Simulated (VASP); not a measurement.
Set up this calculation in VASP 6.6.1, as the native input.

- Task: single point
- Functional: LDA
- Potentials or basis: VASP PAW LDA potentials, release 64 (Ti_sv, Co)
- Cutoff: 520 eV
- k mesh: 10 × 10 × 10
- Occupations: gaussian, width 0.1 eV
- Spin: collinear spin, ferromagnetic start
- Starting moments: [0.19, 0.19, 0.19, 0.19, 1.58, 1.58] μB
- Dipole correction: no
- Further INCAR settings: ALGO = Normal; EDIFF = 1e-06; NBANDS = 46

The structure of Ti2Co lies in POSCAR:

```
Ti2Co
1.0
    0.0000000000      3.4332047869      3.4332047869
    3.4332047869      0.0000000000      3.4332047869
    3.4332047869      3.4332047869      0.0000000000
Ti Co
4 2
Direct
    0.1250000000      0.1250000000      0.1250000000
    0.6250000000      0.1250000000      0.1250000000
    0.1250000000      0.1250000000      0.6250000000
    0.1250000000      0.6250000000      0.1250000000
    0.5000000000      0.5000000000      0.5000000000
    0.7500000000      0.7500000000      0.7500000000
```

The input as run:

INCAR

```
SYSTEM = Ti2Co
PREC     = Accurate       ! precision mode
ENCUT    = 520            ! plane-wave cutoff, eV
EDIFF    = 1E-6           ! SCF threshold, eV
ISMEAR   = 0              ! smearing method
SIGMA    = 0.1            ! smearing width, eV
LREAL    = .FALSE.        ! projectors in reciprocal space
LASPH    = .TRUE.         ! aspherical terms in the spheres
NELM     = 150            ! most SCF steps
ALGO     = Normal         ! electronic algorithm
ISIF     = 2              ! what is computed and relaxed
LWAVE    = .FALSE.        ! write WAVECAR
LCHARG   = .TRUE.         ! write CHGCAR
ISPIN    = 2              ! spin polarisation
MAGMOM   = 0.19 0.19 0.19 0.19 1.58 1.58 ! initial moments
LORBIT   = 11             ! projections on sites
LMAXMIX  = 4              ! l up to which the mixer works
GGA      = CA             ! functional
LELF     = .TRUE.         ! ELF
LVHAR    = .TRUE.       
NBANDS   = 46             ! bands
```

KPOINTS

```
Automatic mesh
0
G
  10 10 10
  0 0 0
```

Potentials or basis: VASP PAW LDA potentials, release 64 (Ti_sv, Co).

The run is started by

```console
$ cat potpaw_LDA.64/Ti_sv/POTCAR potpaw_LDA.64/Co/POTCAR > POTCAR
$ mpirun -np 1 vasp_std > vasp.out
```

It gave:

```
Pressure                                              : -0.2 GPa
Net moment                                            : 1.04 μB per cell
Site moments                                          : Ti +0.04; Co +0.46 μB
Valence electrons inside the program's atomic spheres : Ti 10.70; Co 8.06
```

Wall time 4.4 min on 1 thread of Intel(R) Xeon(R) 6975P-C (Granite Rapids), with other jobs on the host, peak memory 0.36 GiB.
